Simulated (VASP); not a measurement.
# Si5Sn (P6/mmm) in VASP: further runs

Si5Sn is run at these levels: PBE; tasks: single point.

All numbers are computed with VASP 6.6.1; they aren't measurements. Logs are shortened: lines on timing, memory, paths and dates and some standing lists are left out, and cuts for length are marked.

## 1. The cell of the first run

It takes space group P6/mmm (No. 191, hexagonal). The conventional cell has a = 5.785 Å, b = 5.785 Å, c = 3.756 Å, α = 90.00°, β = 90.00°, γ = 120.00°. Si (site symmetry -6m2) has 6 Si at 2.51 Å within 3.3 Å. Within 3.3 Å of Si (site symmetry mmm) lie 8 Si at 2.51 to 2.89 Å. Sn (site symmetry 6/mmm) has 18 Si at 3.34 to 3.45 Å and 2 Sn at 3.76 Å within 4.4 Å.

## 2. Single point, PBE

INCAR

```
PREC = Accurate
ENCUT = 520
EDIFF = 1E-6
ISMEAR = 0
SIGMA = 0.1
LREAL = F
LASPH = T
NELM = 80
ALGO = Normal
ISIF = 2
LWAVE = F
LCHARG = T
GGA = PE
LELF = T
LVHAR = T
NBANDS = 26
```

KPOINTS

```
Automatic mesh
0
Gamma
  6 6 4
```

POSCAR

```
Si5Sn
1.0
    5.7854291203      0.0000000030      0.0000000000
   -2.8927145627      5.0103285885      0.0000000000
    0.0000000000      0.0000000000      3.7564658469
Si Sn
5 1
Direct
    0.3333333333      0.6666666667      0.0000000000
    0.6666666667      0.3333333333      0.0000000000
    0.5000000000      0.0000000000      0.5000000000
    0.5000000000      0.5000000000      0.5000000000
    0.0000000000      0.5000000000      0.5000000000
    0.0000000000      0.0000000000      0.0000000000
```

Potentials or basis: VASP PAW PBE potentials, release 64 (Si, Sn_d).

On the command line:

```
$ cat potpaw_PBE.64/Si/POTCAR potpaw_PBE.64/Sn_d/POTCAR > POTCAR
$ mpirun -np 1 vasp_std > vasp.out
```

OUTCAR:

```text
PREC = Accurate
   ENCUT = 520
   EDIFF = 1E-6
   ISMEAR = 0
   LREAL = F
   LASPH = T
   NELM = 80
   ISIF = 2
   GGA = PE

 ion  position               nearest neighbor table
   1  0.333  0.667  0.000-   3 2.51   3 2.51   5 2.51   5 2.51   4 2.51   4 2.51   6 3.34   6 3.34
                             6 3.34
   2  0.667  0.333  0.000-   3 2.51   3 2.51   5 2.51   5 2.51   4 2.51   4 2.51   6 3.34   6 3.34
                             6 3.34
   3  0.500  0.000  0.500-   1 2.51   2 2.51   1 2.51   2 2.51   4 2.89   4 2.89   5 2.89   5 2.89
                             6 3.45   6 3.45   6 3.45   6 3.45
   4  0.500  0.500  0.500-   1 2.51   2 2.51   1 2.51   2 2.51   3 2.89   3 2.89   5 2.89   5 2.89
                             6 3.45   6 3.45   6 3.45   6 3.45
   5  0.000  0.500  0.500-   1 2.51   2 2.51   1 2.51   2 2.51   4 2.89   4 2.89   3 2.89   3 2.89
                             6 3.45   6 3.45   6 3.45   6 3.45
   6  0.000  0.000  0.000-   1 3.34   2 3.34   1 3.34   2 3.34   2 3.34   1 3.34   5 3.45   5 3.45
                             5 3.45   5 3.45   3 3.45   3 3.45   3 3.45   3 3.45   4 3.45   4 3.45

  LATTYP: Found a hexagonal cell.
 ALAT       =     5.7854291203
 C/A-ratio  =     0.6492977044

  Lattice vectors:

 A1 = (   5.7854291203,   0.0000000030,   0.0000000000)
 A2 = (  -2.8927145627,   5.0103285885,   0.0000000000)
 A3 = (   0.0000000000,   0.0000000000,   3.7564658469)

Analysis of symmetry for initial positions (statically):
=====================================================================
 Subroutine PRICEL returns:
 Original cell was already a primitive cell.

 Routine SETGRP: Setting up the symmetry group for a
 hexagonal supercell.

 Subroutine GETGRP returns: Found 24 space group operations
 (whereof 24 operations were pure point group operations)
 out of a pool of 24 trial point group operations.

The static configuration has the point symmetry D_6h.

Analysis of symmetry for dynamics (positions and initial velocities):
=====================================================================
 Subroutine PRICEL returns:
 Original cell was already a primitive cell.

 Routine SETGRP: Setting up the symmetry group for a
 hexagonal supercell.

 Subroutine GETGRP returns: Found 24 space group operations
 (whereof 24 operations were pure point group operations)
 out of a pool of 24 trial point group operations.

The dynamic configuration has the point symmetry D_6h.

 Subroutine INISYM returns: Found 24 space group operations
 (whereof 24 operations are pure point group operations),
 and found     1 'primitive' translations

----------------------------------------------------------------------------------------

                                     Primitive cell

  volume of cell :     108.8883

  direct lattice vectors                    reciprocal lattice vectors
     5.785429120  0.000000003  0.000000000     0.172848025  0.099793854  0.000000000
    -2.892714563  5.010328589  0.000000000    -0.000000000  0.199587708  0.000000000
     0.000000000  0.000000000  3.756465847     0.000000000  0.000000000  0.266207665

  length of vectors
     5.785429120  5.785429120  3.756465847     0.199587708  0.199587708  0.266207665

  position of ions in fractional coordinates (direct lattice)
     0.333333333  0.666666667  0.000000000
     0.666666667  0.333333333  0.000000000
     0.500000000  0.000000000  0.500000000
     0.500000000  0.500000000  0.500000000
     0.000000000  0.500000000  0.500000000
     0.000000000  0.000000000  0.000000000

  ion indices of the primitive-cell ions
   primitive index   ion index
                 1           1
                 2           2
                 3           3
                 4           4
                 5           5
                 6           6

----------------------------------------------------------------------------------------

 KPOINTS: Automatic mesh

Automatic generation of k-mesh.
 Grid dimensions read from file:
 generate k-points for:    6    6    4

 Generating k-lattice:

  Cartesian coordinates                     Fractional coordinates (reciprocal lattice)
     0.028808004  0.016632309  0.000000000     0.166666667  0.000000000  0.000000000
    -0.000000000  0.033264618  0.000000000    -0.000000000  0.166666667  0.000000000
     0.000000000  0.000000000  0.066551916     0.000000000  0.000000000  0.250000000

  Length of vectors
     0.033264618  0.033264618  0.066551916

  Shift w.r.t. Gamma in fractional coordinates (k-lattice)
     0.000000000  0.000000000  0.000000000

 Subroutine IBZKPT returns following result:
 ===========================================

 Found     21 irreducible k-points:

 Following reciprocal coordinates:
            Coordinates               Weight
  0.000000  0.000000  0.000000      1.000000
  0.166667  0.000000  0.000000      6.000000
  0.333333 -0.000000  0.000000      6.000000
  0.500000 -0.000000  0.000000      3.000000
  0.166667  0.166667  0.000000      6.000000
  0.333333  0.166667  0.000000     12.000000
[... 13 lines left out ...]
  0.333333  0.166667  0.500000     12.000000
  0.333333  0.333333  0.500000      2.000000
   k-points           NKPTS =     21   k-points in BZ     NKDIM =     21   number of bands    NBANDS=     26
   number of dos      NEDOS =    301   number of ions     NIONS =      6
   total plane-waves  NPLWV =  64512
   dimension x,y,z NGX =    48 NGY =   48 NGZ =   28
   dimension x,y,z NGXF=    96 NGYF=   96 NGZF=   56
   ions per type =               5   1
   NGX,Y,Z   is equivalent  to a cutoff of  13.79, 13.79, 12.39 a.u.
   NGXF,Y,Z  is equivalent  to a cutoff of  27.59, 27.59, 24.78 a.u.
 SYSTEM =  unknown system
   PREC   = accura    normal or accurate (medium, high low for compatibility)
   ISTART =      0    job   : 0-new  1-cont  2-samecut
   ICHARG =      2    charge: 1-file 2-atom 10-const
   ISPIN  =      1    spin polarized calculation?
   LNONCOLLINEAR =      F non collinear calculations
   LSORBIT =      F    spin-orbit coupling
   LASPH  =      T    aspherical Exc in radial PAW
   ENCUT  =  520.0 eV  38.22 Ry    6.18 a.u.  10.76 10.76  6.98*2*pi/ulx,y,z
   NELM   =     80;   NELMIN=  2; NELMDL= -5     # of ELM steps
   EDIFF  = 0.1E-05   stopping-criterion for ELM
   LREAL  =      F    real-space projection
   EDIFFG = 0.1E-04   stopping-criterion for IOM
   NSW    =      0    number of steps for IOM
   IBRION =     -1    ionic relax: 0-MD 1-quasi-New 2-CG
   NFREE  =      0    steps in history (QN), initial steepest desc. (CG)
   ISIF   =      2    stress and relaxation
   ISYM   =      2    0-nonsym 1-usesym 2-fastsym
   POTIM  = 0.5000    time-step for ionic-motion
   TEBEG  =    0.0;   TEEND  =   0.0 temperature during run
   PSTRESS=    0.0 pullay stress
   NELECT =      34.0000    total number of electrons
   NUPDOWN=      -1.0000    fix difference up-down
   EMIN   =  10.00;   EMAX   =-10.00  energy-range for DOS
   EFERMI =   0.00;   METHOD = LEGACY
   ISMEAR =     0;   SIGMA  =   0.10  broadening in eV -4-tet -1-fermi 0-gaus
   EFERMI_NEDOS =   21; number of points for ismear=-14 and -15
   IALGO  =     38    algorithm
   IMIX   =      4    mixing-type and parameters
     AMIX     =   0.40;   BMIX     =  1.00
     AMIX_MAG =   1.60;   BMIX_MAG =  1.00
  volume/ion in A,a.u.               =      18.15       122.47
  Fermi-wavevector in a.u.,A,eV,Ry     =   1.110642  2.098809 16.783133  1.233525
  Thomas-Fermi vector in A             =   2.247196
   LORBIT       =      0    0 simple, 1 ext, 2 COOP (PROOUT), +10 PAW based schemes
   GGA     = PE    functional components
   LHFCALC =     F    Hartree Fock is set to
   AEXX    =    0.0000 exact exchange contribution
   IVDW    =     0    specifies the selected vdW correction
   LEPSILON=     F    determine dielectric tensor
   LRPA    =     F    only Hartree local field effects (RPA)
 non-spin polarized calculation
 Gauss-broadening in eV      SIGMA  =   0.10
  energy-cutoff  :      520.00
  volume of cell :      108.89
 maximum number of plane-waves:      2964
 NGX is ok and might be reduce to    48
   NGX = 21   NGY = 21   NGZ = 13

 number of electron      34.0000004 magnetization

 Free energy of the ion-electron system (eV)
  ---------------------------------------------------
  ext. energy  EPLUGINS =         0.00000000
  ---------------------------------------------------
  free energy    TOTEN  =       -27.96444172 eV

  energy without entropy =      -27.94796845  energy(sigma->0) =      -27.95620509

 E-fermi :   8.4065     XC(G=0): -10.5393

 val. band max:        8.3879567981   @ k =   0.3333   0.1667   0.5000
 cond. band min:       8.4835827210   @ k =   0.3333   0.1667   0.2500
 fundamental gap:      0.0956259229
 Fermi energy:         8.4064745755

 k-point     1 :       0.0000    0.0000    0.0000
  band No.  band energies     occupation
      1     -13.2064      2.00000
      2     -13.2039      2.00000
      3     -13.2039      2.00000
      4     -13.1768      2.00000
      5     -13.1768      2.00000
      6      -4.9153      2.00000
[... 18 lines left out ...]
     25      12.4179      0.00000
     26      12.7281      0.00000

 k-point     2 :       0.1667    0.0000    0.0000
  band No.  band energies     occupation
      1     -13.2063      2.00000
      2     -13.2040      2.00000
      3     -13.2037      2.00000
      4     -13.1769      2.00000
      5     -13.1768      2.00000
      6      -4.7765      2.00000
[... 18 lines left out ...]
     25      12.6200      0.00000
     26      12.8796      0.00000

 k-point     3 :       0.3333   -0.0000    0.0000
  band No.  band energies     occupation
      1     -13.2060      2.00000
      2     -13.2040      2.00000
      3     -13.2031      2.00000
      4     -13.1770      2.00000
      5     -13.1769      2.00000
      6      -4.3821      2.00000
[... 485 lines left out ...]
 k-point    20 :       0.3333    0.1667    0.5000
  band No.  band energies     occupation
      1     -13.2018      2.00000
      2     -13.2011      2.00000
      3     -13.1940      2.00000
      4     -13.1936      2.00000
      5     -13.1573      2.00000
      6      -1.7723      2.00000
[... 18 lines left out ...]
     25      13.6522      0.00000
     26      14.0125      0.00000

 k-point    21 :       0.3333    0.3333    0.5000
  band No.  band energies     occupation
      1     -13.2014      2.00000
      2     -13.2014      2.00000
      3     -13.1939      2.00000
      4     -13.1939      2.00000
      5     -13.1572      2.00000
      6      -1.3064      2.00000
[... 18 lines left out ...]
     25      13.1493      0.00000
     26      13.8391      0.00000

------------------------ aborting loop because EDIFF is reached ----------------------------------------

  FORCE on cell =-STRESS in cart. coord.  units (eV):
  Direction    XX          YY          ZZ          XY          YZ          ZX
  --------------------------------------------------------------------------------------
  -------------------------------------------------------------------------------------
  Total       -0.2480545     -0.2480545     -0.0662519     -0.0000000     -0.0000000      0.0000000
  in kB       -3.6498623     -3.6498623     -0.9748269     -0.0000000     -0.0000000      0.0000000
  external PRESSURE =      -2.7581838 kB  Pullay stress =       0.0000000 kB

 VOLUME and BASIS-vectors are now :
 -----------------------------------------------------------------------------
  energy-cutoff  :      520.00
  volume of cell :      108.89
      direct lattice vectors                 reciprocal lattice vectors
     5.785429120  0.000000003  0.000000000     0.172848025  0.099793854  0.000000000
    -2.892714563  5.010328589  0.000000000    -0.000000000  0.199587708  0.000000000
     0.000000000  0.000000000  3.756465847     0.000000000  0.000000000  0.266207665

 POSITION                                       TOTAL-FORCE (eV/Angst)
 -----------------------------------------------------------------------------------
     -0.00000      3.34022      0.00000        -0.000000      0.000000      0.000000
      2.89271      1.67011      0.00000         0.000000     -0.000000      0.000000
      2.89271      0.00000      1.87823        -0.000000     -0.000000      0.000000
      1.44636      2.50516      1.87823        -0.000000     -0.000000      0.000000
     -1.44636      2.50516      1.87823        -0.000000     -0.000000      0.000000
      0.00000      0.00000      0.00000        -0.000000     -0.000000      0.000000
 -----------------------------------------------------------------------------------
    total drift:                                0.000000     -0.000000     -0.000000

  FREE ENERGIE OF THE ION-ELECTRON SYSTEM (eV)
  ---------------------------------------------------
  free  energy   TOTEN  =       -27.9644417242 eV

  energy  without entropy=      -27.9479684460  energy(sigma->0) =      -27.95620509
```

Wall time 43 s (1 thread of Intel Xeon Platinum 8488C (Sapphire Rapids), shared host); peak memory 0.26 GiB.

What came out:

* Free energy: -27.9644 eV
* Pressure: -0.3 GPa
* Band gap on the k mesh: zero (band 17 reaches 9.26 eV, above the bottom of band 18 at 5.98 eV)

Levels at points of the mesh, in eV from the Fermi level:
```csv
k point,band 14,band 15,band 16,band 17,band 18,band 19,band 20,band 21
"(0.00, 0.00, 0.00)",-2.14,-0.48,0.86,0.86,1.73,2.39,2.39,3.14
"(0.50, 0.00, 0.00)",-2.17,-1.83,-1.33,-0.40,0.41,0.67,0.91,1.95
"(0.00, 0.00, 0.50)",-4.78,-2.76,-2.76,-2.43,-2.43,-1.79,4.41,4.41
"(0.50, 0.00, 0.50)",-1.56,-1.04,-0.90,-0.63,-0.25,0.55,0.69,0.78
```

Caveat: the k points lie up to 0.42 Å⁻¹ apart; spin-orbit coupling is left out, which moves the levels of the heavy elements.

## 3. Single point, PBE

This run uses another cell than the first one, of 19.34 Å³/atom, 1.066 times its volume.

INCAR

```
ALGO     = Normal         # electronic algorithm
EDIFF    = 1E-6           # SCF threshold, eV
ENCUT    = 520            # plane-wave cutoff, eV
GGA      = PE             # functional
ISIF     = 2              # what is computed and relaxed
ISMEAR   = 0              # smearing method
LASPH    = True           # aspherical terms in the spheres
LCHARG   = True           # write CHGCAR
LELF     = True           # ELF
LREAL    = False          # projectors in reciprocal space
LVHAR    = True         
LWAVE    = False          # write WAVECAR
NBANDS   = 26             # bands
NELM     = 60             # most SCF steps
PREC     = Accurate       # precision mode
SIGMA    = 0.1            # smearing width, eV
```

KPOINTS

```
k-points
0
Gamma
  6 6 4
```

POSCAR

```
Si5Sn
1.0
    5.6033606300      0.0000000000      0.0000000000
   -2.8016803200      4.8526526500      0.0000000000
    0.0000000000      0.0000000000      4.2683256600
Si Sn
5 1
Direct
    0.3333333300      0.6666666700      0.0000000000
    0.6666666700      0.3333333300      0.0000000000
    0.5000000000      0.0000000000      0.5000000000
    0.5000000000      0.5000000000      0.5000000000
    0.0000000000      0.5000000000      0.5000000000
    0.0000000000      0.0000000000      0.0000000000
```

Potentials or basis: VASP PAW PBE potentials, release 64 (Si, Sn_d).

On the command line:

```
$ cat potpaw_PBE.64/Si/POTCAR potpaw_PBE.64/Sn_d/POTCAR > POTCAR
$ mpirun -np 1 vasp_std > vasp.out
```

Run time: 69 s. Hardware: 1 thread of Intel Xeon Platinum 8488C (Sapphire Rapids), shared host; peak memory 0.24 GiB.

The run converged. Its results:

* Free energy: -27.3960 eV
* Pressure: -5.9 GPa
* Band gap on the k mesh: zero (band 17 reaches 8.10 eV, above the bottom of band 18 at 5.30 eV)

Stress tensor (GPa, compression positive):
```
-3.99  0.00  0.00
 0.00 -3.99  0.00
 0.00  0.00 -9.64
```

Levels at points of the mesh, in eV from the Fermi level:
| k point | band 13 | band 14 | band 15 | band 16 | band 17 | band 18 | band 19 | band 20 | band 21 | band 22 |
| --- | --- | --- | --- | --- | --- | --- | --- | --- | --- | --- |
| (0.00, 0.00, 0.00) | -4.55 | -4.25 | -0.93 | -0.40 | 0.34 | 0.34 | 1.28 | 1.28 | 2.08 | 2.08 |
| (0.50, 0.00, 0.00) | -3.26 | -2.05 | -2.03 | -1.18 | -0.98 | 0.07 | 0.34 | 0.38 | 0.84 | 1.94 |
| (0.00, 0.00, 0.50) | -4.17 | -4.17 | -2.69 | -2.69 | -2.46 | -2.46 | -1.10 | 4.19 | 4.55 | 5.44 |
| (0.50, 0.00, 0.50) | -4.65 | -0.80 | -0.36 | -0.12 | -0.06 | 0.15 | 0.89 | 1.17 | 1.24 | 2.89 |

Caveat: the k points lie up to 0.37 Å⁻¹ apart; spin-orbit coupling is left out, which moves the levels of the heavy elements.

## 4. Single point, PBE

This run uses another cell than the first one, of 17.89 Å³/atom, 0.986 times its volume.

INCAR

```
ALGO = Normal
EDIFF = 1E-6
ENCUT = 520
GGA = PE
ISIF = 2
ISMEAR = 0
LASPH = T
LCHARG = F
LREAL = F
LWAVE = F
NBANDS = 26
NELM = 100
PREC = Accurate
SIGMA = 0.1
```

KPOINTS

```
k-points
0
Gamma
  6 6 10
```

POSCAR

```
Si5Sn
1.0
    5.6759828123      0.0000000000      0.0000000000
   -2.8379914062      4.9155453069      0.0000000000
    0.0000000000      0.0000000000      3.8479052119
Si Sn
5 1
Direct
    0.3333333333      0.6666666667      0.0000000000
    0.6666666667      0.3333333333      0.0000000000
    0.5000000000      0.0000000000      0.5000000000
    0.5000000000      0.5000000000      0.5000000000
    0.0000000000      0.5000000000      0.5000000000
    0.0000000000      0.0000000000      0.0000000000
```

On the command line:

```
$ cat potpaw_PBE.64/Si/POTCAR potpaw_PBE.64/Sn_d/POTCAR > POTCAR
$ mpirun -np 1 vasp_std > vasp.out
```

It took 1.7 min on 1 thread of Intel Xeon Platinum 8488C (Sapphire Rapids), shared host; peak memory 0.26 GiB.

It converged, with:

```
Free energy            : -27.8089 eV
Pressure               : -0.1 GPa
Band gap on the k mesh : zero (band 17 reaches 9.52 eV, above the bottom of band 18 at 6.05 eV)
```

Levels at points of the mesh, in eV from the Fermi level:
| k point | band 15 | band 16 | band 17 | band 18 | band 19 | band 20 |
| --- | --- | --- | --- | --- | --- | --- |
| (0.00, 0.00, 0.00) | -0.72 | 0.68 | 0.68 | 1.25 | 2.75 | 2.75 |
| (0.50, 0.00, 0.00) | -1.96 | -1.62 | -0.95 | 0.46 | 0.60 | 1.20 |
| (0.00, 0.00, 0.50) | -2.86 | -2.86 | -2.55 | -2.55 | -1.74 | 4.83 |
| (0.50, 0.00, 0.50) | -0.88 | -0.66 | -0.46 | -0.19 | 0.67 | 0.83 |

Caveat: spin-orbit coupling is left out, which moves the levels of the heavy elements.

## 5. Summary

```csv
cell,k mesh,gap on the mesh (eV),pressure (GPa)
"a = 5.785, b = 5.785, c = 3.756 Å, angles 90.0, 90.0, 120.0°, 6 atoms",6 × 6 × 4,none,-0.3
"a = 5.603, b = 5.603, c = 4.268 Å, angles 90.0, 90.0, 120.0°, 6 atoms",6 × 6 × 4,none,-5.9
"a = 5.676, b = 5.676, c = 3.848 Å, angles 90.0, 90.0, 120.0°, 6 atoms",6 × 6 × 10,none,-0.1
```

Alike in all rows: task single point; level PBE; potentials or basis VASP PAW PBE potentials, release 64 (Si, Sn_d); no spin polarisation; cutoff (eV) 520; smearing gaussian 0.1 eV.

Caveats: some runs use coarse meshes; spin-orbit coupling is left out, which moves the levels of the heavy elements.

Absolute energies hang on the potentials; compare differences alone.
